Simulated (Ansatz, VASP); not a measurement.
## Mn: VASP beside Ansatz

```
CELL_PARAMETERS angstrom
2.00704 -3.40156 0.00000
2.00704 3.40156 0.00000
0.00000 0.00000 4.01942
ATOMIC_POSITIONS crystal
Mn 0.15250 0.84750 0.07850
Mn 0.65250 0.34750 0.42150
Mn 0.84750 0.15250 0.92150
Mn 0.34750 0.65250 0.57850
```

Alike in both runs: task single point; functional PBEsol; k mesh 6 × 6 × 4; occupations gaussian, width 0.1 eV; collinear spin.

```csv
,VASP,Ansatz
version,VASP 6.6.1,Ansatz 0.2.0
potentials or method,"VASP PAW PBE potentials, release 64 (Mn_pv), cutoff 520 eV","scalar-relativistic, plane waves, PAW"
valence electrons in the cell,52,60
```

Ansatz gave:

- gap on the k mesh at the Fermi level (eV): none
- pressure (GPa): -22.9
- traceless stress, the component that is largest in VASP (GPa): 2.81
- rms of the force components (eV/Å): 0.217
- net moment per atom (μB): 0.20
- size of the moment on the site where the two differ most (μB): 0.18

Question: Estimate VASP's values.

Answer: gap on the k mesh at the Fermi level (eV): none; pressure (GPa): -22.7; traceless stress, the component that is largest in VASP (GPa): 3.10; rms of the force components (eV/Å): 0.220; net moment per atom (μB): 0.20; size of the moment on the site where the two differ most (μB): 0.20.

VASP's potentials were made for PBE, not for PBEsol. Site moments also hang on the region over which each program counts them. Atom by atom the forces differ by 0.025 eV/Å (rms over components). A gap of «none» marks a metal or a gap that the smearing closes. VASP's potentials hold 52 valence electrons a cell and Ansatz's 60, so a difference there can come from the potentials and not from the codes. Ansatz's warnings: seeded moment not kept.

The k mesh is coarse, so the values compare programs but aren't converged.
